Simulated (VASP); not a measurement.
Write the native input for VASP 6.6.1 that does the following.

```
Task                   : single point
Functional             : PBE
Potentials or basis    : VASP PAW PBE potentials, release 64 (B, As)
Cutoff                 : 420 eV
k mesh                 : 1 × 1 × 1, shifted
Occupations            : fermi-dirac, width 0.3447 eV
Spin                   : no spin polarisation
Dipole correction      : no
Mended                 : yes
Further INCAR settings : LREAL = Auto; ALGO = Normal; EDIFF = 1e-06; NBANDS = 66; ISYM = -1
```

The structure of B14As11 lies in POSCAR:

```
B14As11
1.0
    7.1768880000     -0.1572900000      0.0453350000
   -0.1572900000      7.2646500000      0.0165920000
    0.0453350000      0.0165920000      7.6326130000
B As
14 11
Direct
    0.6679129249      0.8548863048      0.1103079501
    0.6626613991      0.0959777681      0.7180037534
    0.8265440452      0.1093610218      0.8658730775
    0.9584161796      0.2183770251      0.2287624030
    0.7923192942      0.0942444861      1.1511388695
    0.2721573100      0.8646648160      0.9357140510
    0.4930715452      0.8453753092      0.8114442766
    0.5552779483      0.6867483809      0.6624905449
    0.3889975606      0.4924384156      0.4801525058
    0.3697787555      0.4685362917      0.9719942733
    0.3830218857      0.7437348546      0.1131329014
    0.7774997007      0.8225970705      0.2979821616
    0.5098632265      0.9426238999      0.0240882559
    0.5186317114      0.5773492125      0.8760020262
    0.8790683839      0.7512655690      0.5783660768
    0.1062341170      0.6242900940      1.0016594127
    0.8223969694      0.5125315334      0.0812207707
    0.1817344436      0.8838691112      0.5698693112
    0.6976346935      0.1585752099      0.4840020909
    0.0988830648      0.0531106130      0.9923036744
    0.5078902450      0.2307941641      0.1311615641
    0.1978348891      0.3304771273      0.7030970755
    0.3967136789      0.7411484750      0.3555222635
    0.7922864909      0.4179161830      0.7055173145
    0.2584539369      0.1715449903      0.3921110262
```

One way to write it, as run:

INCAR

```
PREC = Accurate
ENCUT = 420
EDIFF = 1E-6
ISMEAR = -1
SIGMA = 0.3447
LREAL = Auto
LASPH = True
NELM = 120
ALGO = Normal
ISIF = 2
LWAVE = False
LCHARG = False
GGA = PE
ISYM = -1
NBANDS = 66
GGA_COMPAT = False
```

KPOINTS

```
explicit points
1
Reciprocal
  0.25000000   0.25000000   0.25000000 1
```

Potentials or basis: VASP PAW PBE potentials, release 64 (B, As).

Launch:

```bash
$ cat potpaw_PBE.64/B/POTCAR potpaw_PBE.64/As/POTCAR > POTCAR
$ mpirun -np 1 vasp_std > vasp.out
```

Results of the run:

```yaml
Pressure: -1.5 GPa
Largest_force: 5.664 eV/Å
Band_gap_on_the_k_mesh: zero (an odd number of electrons rules out a gap without spin polarisation)
```

Caveat: the atoms stand as in a frame of molecular dynamics; so wide a smearing shifts energies and pressures.

Wall time 110 s on 1 thread of Intel(R) Xeon(R) Platinum 8259CL CPU @ 2.50GHz (Skylake/Cascade Lake), on a shared host, peak memory 0.31 GiB.
